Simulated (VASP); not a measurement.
Here is a VASP 6.6.1 calculation.

Contents of INCAR:

```
SYSTEM = SnW
ALGO = Normal ; EDIFF = 1E-7
EDIFFG = -0.04 ; ENCUT = 600
GGA = PE ; IBRION = 2
ISIF = 3 ; ISMEAR = 0
LASPH = .True. ; LCHARG = .False.
LREAL = .False. ; LWAVE = .False.
NELM = 100 ; NSW = 90
PREC = Accurate ; SIGMA = 0.1
```

File KPOINTS:

```
k-points
0
Gamma
  4 4 4
  0 0 0
```

The input POSCAR:

```
SnW
1.0
    2.1209154621     -5.3390250662      0.0000000000
    2.1209154621      5.3390250662      0.0000000000
    0.0000000000      0.0000000000      4.0067178937
Sn W
2 2
Direct
    0.8590000000      0.1410000000      0.7500000000
    0.1410000000      0.8590000000      0.2500000000
    0.5740000000      0.4260000000      0.7500000000
    0.4260000000      0.5740000000      0.2500000000
```

Potentials or basis: VASP PAW PBE potentials, release 64 (Sn_d, W_sv).

Launch:

```console
$ cat potpaw_PBE.64/Sn_d/POTCAR potpaw_PBE.64/W_sv/POTCAR > POTCAR
$ mpirun -np 1 vasp_std > vasp.out
```

Task: Estimate the relaxed volume.

Result: 20.05 Å³/atom.

Task: Estimate the relaxed cell.

Result: a = 5.507 Å, b = 5.507 Å, c = 4.443 Å, α = 90.00°, β = 90.00°, γ = 143.46°.

Task: Predict the band gap on the k mesh.

Result: Zero (bands 28 and 29 overlap by 0.55 eV).

Task: Predict the space group after relaxing (to 0.1 Å).

Result: Cmcm (No. 63).

The path:
| step | energy change (eV) | largest force (eV/Å) | pressure (GPa) | volume (Å³) |
| --- | --- | --- | --- | --- |
| 1 | 0.0000 | 0.0808 | -6.87 | 90.74 |
| 2 | 0.0624 | 1.7088 | 13.25 | 78.54 |
| 3 | -0.1471 | 0.7632 | 0.88 | 84.86 |
| 4 | -0.2391 | 0.5504 | 0.85 | 82.89 |
| 5 | -0.2453 | 1.0035 | 1.17 | 81.97 |
| 6 | -0.4002 | 1.1323 | -0.20 | 81.92 |
| 7 | -0.6292 | 1.0948 | -1.83 | 81.46 |
| 8 | -0.6344 | 0.9594 | -1.94 | 81.27 |
| 9 | -0.6352 | 1.0241 | -1.92 | 81.36 |
| 10 | -0.6374 | 0.9637 | 4.28 | 78.49 |
| 11 | -0.6804 | 0.5503 | 0.95 | 79.91 |
| 12 | -0.7375 | 0.4687 | -0.05 | 80.52 |
| 13 | -0.7435 | 0.4372 | -0.33 | 80.77 |
| 14 | -0.7639 | 0.2427 | 0.08 | 80.46 |
| 15 | -0.7696 | 0.0656 | 0.56 | 80.17 |
| 16 | -0.7735 | 0.2158 | -1.25 | 80.92 |
| 17 | -0.7740 | 0.1786 | -0.81 | 80.73 |
| 18 | -0.7793 | 0.0267 | -0.35 | 80.37 |
| 19 | -0.7798 | 0.0354 | -0.15 | 80.22 |

Caveat: the k points lie up to 0.48 Å⁻¹ apart in the final cell, too coarse for converged energies and pressures of a metal; spin-orbit coupling is left out, which moves the levels of the heavy elements.
